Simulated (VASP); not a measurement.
Write the native input for VASP 6.6.1 that does the following.

```
Task                    : single point
Functional              : PBE
Potentials or basis     : VASP PAW PBE potentials, release 64 (Br)
Cutoff                  : 520 eV
k mesh                  : 14 × 14 × 8
Occupations             : fermi-dirac, width 0.05 eV
Spin                    : no spin polarisation
Dipole correction       : no
k mesh for the DOS      : 21 × 21 × 12
Occupations for the DOS : tetrahedron
Further INCAR settings  : ALGO = Normal; EDIFF = 1e-06
```

Br:

```
Br
1.0
     3.04677    0.00000    0.00000
    -1.52338    2.63858    0.00000
     0.00000    0.00000    4.28484
Br
2
Direct
  0.33333 0.66667 0.25000
  0.66667 0.33333 0.75000
```

The input as run:

POSCAR

```
Br
1.0
    3.0467664079      0.0000000000      0.0000000000
   -1.5233832039      2.6385771086      0.0000000000
    0.0000000000      0.0000000000      4.2848397513
Br
2
Direct
    0.3333333333      0.6666666667      0.2500000000
    0.6666666667      0.3333333333      0.7500000000
```

INCAR.step1

```
SYSTEM = Br
ALGO = Normal
EDIFF = 1E-6
ENCUT = 520
GGA = PE
ISIF = 2
ISMEAR = -1
LASPH = .TRUE.
LCHARG = .TRUE.
LREAL = .FALSE.
LWAVE = .FALSE.
NBANDS = 14
NELM = 80
PREC = Accurate
SIGMA = 0.05
```

KPOINTS.step1

```
k-points
0
G
  14 14 8
  0 0 0
```

INCAR.step2

```
SYSTEM = Br
ALGO = Normal
EDIFF = 1E-6
ENCUT = 520
GGA = PE
ICHARG = 11
ISIF = 2
ISMEAR = -5
LASPH = .TRUE.
LCHARG = .FALSE.
LORBIT = 11
LREAL = .FALSE.
LWAVE = .FALSE.
NEDOS = 1001
NELM = 80
PREC = Accurate
SIGMA = 0.05
```

KPOINTS.step2

```
k-points
0
G
  21 21 12
  0 0 0
```

Potentials or basis: VASP PAW PBE potentials, release 64 (Br).

Launch:

```bash
$ cat potpaw_PBE.64/Br/POTCAR > POTCAR
$ cp INCAR.step1 INCAR
$ cp KPOINTS.step1 KPOINTS
$ mpirun -np 1 vasp_std > vasp.out
$ cp INCAR.step2 INCAR
$ cp KPOINTS.step2 KPOINTS
$ mpirun -np 1 vasp_std > vasp.out
```

Results of the run:

```yaml
Valence_electrons_inside_the_program's_atomic_spheres: Br 4.83
```

It took 51 s on 1 thread of Intel(R) Xeon(R) Platinum 8488C (Sapphire Rapids) (shared host), peak memory 0.23 GiB.
